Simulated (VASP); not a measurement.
# FeSi (P2_13) in VASP: notebook, part 2 of 2

VASP 6.6.1.

## 3. Single point, PBE (volume scaled by 0.760)

File INCAR:

```
SYSTEM = FeSi
PREC     = Accurate       ! precision mode
ENCUT    = 520            ! plane-wave cutoff, eV
EDIFF    = 1E-6           ! SCF threshold, eV
ISMEAR   = 0              ! smearing method
SIGMA    = 0.05           ! smearing width, eV
LREAL    = .False.        ! projectors in reciprocal space
LASPH    = .True.         ! aspherical terms in the spheres
NELM     = 100            ! most SCF steps
ALGO     = Normal         ! electronic algorithm
ISIF     = 2              ! what is computed and relaxed
LWAVE    = .False.        ! write WAVECAR
LCHARG   = .False.        ! write CHGCAR
GGA      = PE             ! functional
NBANDS   = 34             ! bands
```

File KPOINTS:

```
regular mesh
0
Gamma
  8 8 8
  0 0 0
```

File POSCAR:

```
FeSi
1.0
    4.0592040118      0.0000000000      0.0000000000
    0.0000000000      4.0592040118      0.0000000000
    0.0000000000      0.0000000000      4.0592040118
Fe Si
4 4
Direct
    0.1436780027      0.1436780027      0.1436780027
    0.3563219973      0.8563219973      0.6436780027
    0.6436780027      0.3563219973      0.8563219973
    0.8563219973      0.6436780027      0.3563219973
    0.8442257292      0.8442257292      0.8442257292
    0.6557742708      0.1557742708      0.3442257292
    0.3442257292      0.6557742708      0.1557742708
    0.1557742708      0.3442257292      0.6557742708
```

Potentials or basis: VASP PAW PBE potentials, release 64 (Fe, Si).

Launch:

```
cat potpaw_PBE.64/Fe/POTCAR potpaw_PBE.64/Si/POTCAR > POTCAR
mpirun -np 1 vasp_std > vasp.out
```

OUTCAR:

```text
SYSTEM = FeSi
   PREC = Accurate
   ENCUT = 520
   EDIFF = 1E-6
   ISMEAR = 0
   LREAL = .False.
   LASPH = .True.
   NELM = 100
   ISIF = 2
   GGA = PE

 ion  position               nearest neighbor table
   1  0.144  0.144  0.144-   5 2.11   6 2.14   7 2.14   8 2.14   7 2.23   8 2.23   6 2.23   3 2.49
                             4 2.49   2 2.49   2 2.49   4 2.49   3 2.49
   2  0.356  0.856  0.644-   6 2.11   5 2.14   7 2.14   8 2.14   7 2.23   8 2.23   5 2.23   1 2.49
                             1 2.49   3 2.49   3 2.49   4 2.49   4 2.49
   3  0.644  0.356  0.856-   7 2.11   6 2.14   5 2.14   8 2.14   8 2.23   6 2.23   5 2.23   1 2.49
                             4 2.49   2 2.49   2 2.49   4 2.49   1 2.49
   4  0.856  0.644  0.356-   8 2.11   6 2.14   7 2.14   5 2.14   6 2.23   5 2.23   7 2.23   1 2.49
                             3 2.49   2 2.49   1 2.49   2 2.49   3 2.49
   5  0.844  0.844  0.844-   1 2.11   2 2.14   3 2.14   4 2.14   3 2.23   4 2.23   2 2.23   6 2.51
                             7 2.51   8 2.51   6 2.51   8 2.51   7 2.51
   6  0.656  0.156  0.344-   2 2.11   1 2.14   3 2.14   4 2.14   3 2.23   4 2.23   1 2.23   8 2.51
                             5 2.51   5 2.51   7 2.51   7 2.51   8 2.51
   7  0.344  0.656  0.156-   3 2.11   2 2.14   1 2.14   4 2.14   4 2.23   2 2.23   1 2.23   8 2.51
                             5 2.51   8 2.51   6 2.51   6 2.51   5 2.51
   8  0.156  0.344  0.656-   4 2.11   2 2.14   3 2.14   1 2.14   2 2.23   1 2.23   3 2.23   7 2.51
[... 207 lines left out ...]
  band No.  band energies     occupation
      1      -1.8490      2.00000
      2       4.3821      2.00000
      3       4.3821      2.00000
      4       4.3821      2.00000
      5       7.4005      2.00000
      6       7.4005      2.00000
[... 877 lines left out ...]
     33      19.6273      0.00000
     34      20.2035      0.00000

 [... further k-points ...]
[... 5 lines left out ...]
  --------------------------------------------------------------------------------------
  -------------------------------------------------------------------------------------
  Total       47.4182860     47.4182860     47.4182860      0.0000000      0.0000000      0.0000000
  in kB     1135.8835144   1135.8835144   1135.8835144      0.0000000      0.0000000      0.0000000
  external PRESSURE =    1135.8835144 kB  Pullay stress =       0.0000000 kB

 VOLUME and BASIS-vectors are now :
 -----------------------------------------------------------------------------
  energy-cutoff  :      520.00
  volume of cell :       66.88
      direct lattice vectors                 reciprocal lattice vectors
     4.059204012  0.000000000  0.000000000     0.246353718  0.000000000  0.000000000
     0.000000000  4.059204012  0.000000000     0.000000000  0.246353718  0.000000000
     0.000000000  0.000000000  4.059204012     0.000000000  0.000000000  0.246353718

 POSITION                                       TOTAL-FORCE (eV/Angst)
 -----------------------------------------------------------------------------------
      0.58322      0.58322      0.58322         0.028300      0.028300      0.028300
      1.44638      3.47599      2.61282        -0.028300     -0.028300      0.028300
      2.61282      1.44638      3.47599         0.028300     -0.028300     -0.028300
      3.47599      2.61282      1.44638        -0.028300      0.028300     -0.028300
      3.42688      3.42688      3.42688        -0.002787     -0.002787     -0.002787
      2.66192      0.63232      1.39728         0.002787      0.002787     -0.002787
      1.39728      2.66192      0.63232        -0.002787      0.002787      0.002787
      0.63232      1.39728      2.66192         0.002787     -0.002787      0.002787
 -----------------------------------------------------------------------------------
    total drift:                               -0.000001     -0.000000     -0.000000

  FREE ENERGIE OF THE ION-ELECTRON SYSTEM (eV)
  ---------------------------------------------------
  free  energy   TOTEN  =       -52.9618631691 eV

  energy  without entropy=      -52.9614539380  energy(sigma->0) =      -52.96165855
```

OSZICAR:

```text
N       E                     dE             d eps       ncg     rms          rms(c)
DAV:   1     0.394191959338E+03    0.39419E+03   -0.19985E+04  3060   0.170E+03
DAV:   2    -0.254084128802E+02   -0.41960E+03   -0.39617E+03  3060   0.390E+02
DAV:   3    -0.587235450459E+02   -0.33315E+02   -0.30580E+02  3350   0.134E+02
DAV:   4    -0.602317583342E+02   -0.15082E+01   -0.14944E+01  4546   0.276E+01
DAV:   5    -0.602558688737E+02   -0.24111E-01   -0.24088E-01  4210   0.387E+00    0.470E+01
DAV:   6    -0.587371485750E+02    0.15187E+01   -0.90361E+01  4430   0.126E+02    0.190E+01
DAV:   7    -0.535400128821E+02    0.51971E+01   -0.35520E+01  4032   0.883E+01    0.149E+01
DAV:   8    -0.530160481362E+02    0.52396E+00   -0.26133E+00  4548   0.179E+01    0.249E+00
DAV:   9    -0.529677452409E+02    0.48303E-01   -0.15168E-01  5070   0.452E+00    0.883E-01
DAV:  10    -0.529619419130E+02    0.58033E-02   -0.12230E-02  4864   0.107E+00    0.170E-01
DAV:  11    -0.529618907425E+02    0.51171E-04   -0.10816E-03  3588   0.384E-01    0.967E-02
DAV:  12    -0.529618700545E+02    0.20688E-04   -0.15828E-04  4154   0.703E-02    0.604E-02
DAV:  13    -0.529618632120E+02    0.68425E-05   -0.12875E-05  3582   0.327E-02    0.185E-02
DAV:  14    -0.529618631691E+02    0.42905E-07   -0.51547E-06  3556   0.294E-02
   1 F= -.52961863E+02 E0= -.52961659E+02  d E =-.409231E-03
```

stdout:

```text
POSCAR found type information on POSCAR FeSi
 POSCAR found :  2 types and       8 ions
 scaLAPACK will be used
 LDA part: xc-table for (Slater+PW92), standard interpolation
 POSCAR, INCAR and KPOINTS ok, starting setup
 FFT: planning ... GRIDC
 FFT: planning ... GRID_SOFT
 FFT: planning ... GRID
 WAVECAR not read
 entering main loop
```

It took 2 min on 1 thread of AMD EPYC 7R43 (Zen 3), shared host; peak memory 0.17 GiB.

Results:

```yaml
Free_energy: -52.9619 eV
Pressure: 113.6 GPa
Largest_force: 0.049 eV/Å
Band_gap_on_the_k_mesh: 0.15 eV, indirect (least direct gap 0.19 eV)
```

Forces in eV/Å, atoms in the order of the input:
```
Fe   0.028  0.028  0.028
Fe  -0.028 -0.028  0.028
Fe   0.028 -0.028 -0.028
Fe  -0.028  0.028 -0.028
Si  -0.003 -0.003 -0.003
Si   0.003  0.003 -0.003
Si  -0.003  0.003  0.003
Si   0.003 -0.003  0.003
```
